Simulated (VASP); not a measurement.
Wanted: the native input for a VASP 6.6.1 run.

| Property | Result |
| --- | --- |
| Task | relaxation of cell and atoms |
| Functional | r2SCAN |
| Dispersion | D4 |
| Potentials or basis | VASP PAW PBE potentials, release 64 (Ba_sv, Ti_sv, O) |
| Cutoff | 600 eV |
| k mesh | 3 × 3 × 3 |
| Occupations | gaussian, width 0.01 eV |
| Spin | no spin polarisation |
| Dipole correction | no |
| Further INCAR settings | ALGO = Normal; EDIFF = 1e-06; IBRION = 2; EDIFFG = -0.01; NSW = 80; ISIF = 3 |

The system is BaTiO3.

```xyz
5
Lattice="4.0060 0.0000 0.0000 0.0000 4.0060 0.0000 0.0000 0.0000 4.0060" Properties=species:S:1:pos:R:3 pbc="T T T"
Ba    2.0030    2.0030    2.0030
Ti    0.0000    0.0000    0.0000
O     2.0030    0.0000    0.0000
O     0.0000    2.0030    0.0000
O     0.0000    0.0000    2.0030
```

These files were run (other wordings do the same):

POSCAR

```
BaTiO3
1.0
    4.0060000000      0.0000000000      0.0000000000
    0.0000000000      4.0060000000      0.0000000000
    0.0000000000      0.0000000000      4.0060000000
Ba Ti O
1 1 3
Direct
    0.5000000000      0.5000000000      0.5000000000
    0.0000000000      0.0000000000      0.0000000000
    0.5000000000      0.0000000000      0.0000000000
    0.0000000000      0.5000000000      0.0000000000
    0.0000000000      0.0000000000      0.5000000000
```

INCAR.step1

```
SYSTEM = BaTiO3
ALGO = Normal
EDIFF = 1E-4
ENCUT = 600
GGA = PE
ISMEAR = 0
LASPH = .TRUE.
LCHARG = .FALSE.
LREAL = .FALSE.
LWAVE = .TRUE.
NELM = 60
PREC = Accurate
SIGMA = 0.01
```

INCAR.step2

```
SYSTEM = BaTiO3
ALGO = Normal
EDIFF = 1E-6
EDIFFG = -0.01
ENCUT = 600
IBRION = 2
ISIF = 3
ISMEAR = 0
ISTART = 1
IVDW = 13
LASPH = .TRUE.
LCHARG = .FALSE.
LMIXTAU = .TRUE.
LREAL = .FALSE.
LWAVE = .FALSE.
METAGGA = R2SCAN
NELM = 60
NSW = 80
PREC = Accurate
SIGMA = 0.01
VDW_A1 = 0.51559235
VDW_A2 = 5.77342911
VDW_S6 = 1.0
VDW_S8 = 0.6018749
```

KPOINTS

```
k-points
0
G
  3 3 3
  0 0 0
```

Potentials or basis: VASP PAW PBE potentials, release 64 (Ba_sv, Ti_sv, O).

Launch:

```console
$ cat potpaw_PBE.64/Ba_sv/POTCAR potpaw_PBE.64/Ti_sv/POTCAR potpaw_PBE.64/O/POTCAR > POTCAR
$ cp INCAR.step1 INCAR
$ mpirun -np 1 vasp_std > vasp.out
$ cp INCAR.step2 INCAR
$ mpirun -np 1 vasp_std > vasp.out
```

It gave:

- Relaxed volume: 12.81 Å³/atom
- Relaxed cell: a = 4.001 Å, b = 4.001 Å, c = 4.001 Å, α = 90.00°, β = 90.00°, γ = 90.00°
- Space group after relaxing (to 0.05 Å): Pm-3m (No. 221)
- Energy gained by relaxing: 0.1 meV/atom
- Ionic steps: 3
- Pressure after relaxing: 0.0 GPa
- Band gap on the k mesh: 2.22 eV, direct
- Dispersion energy per atom: -0.080 eV

Caveat: the k points lie up to 0.52 Å⁻¹ apart in the final cell; the PAW data sets were made with another functional, which shifts forces and pressure a little; spin-orbit coupling is left out, which moves the levels of the heavy elements.

Run time: 3.6 min on 1 thread of AMD EPYC 7R13 (shared host), peak memory 0.17 GiB.
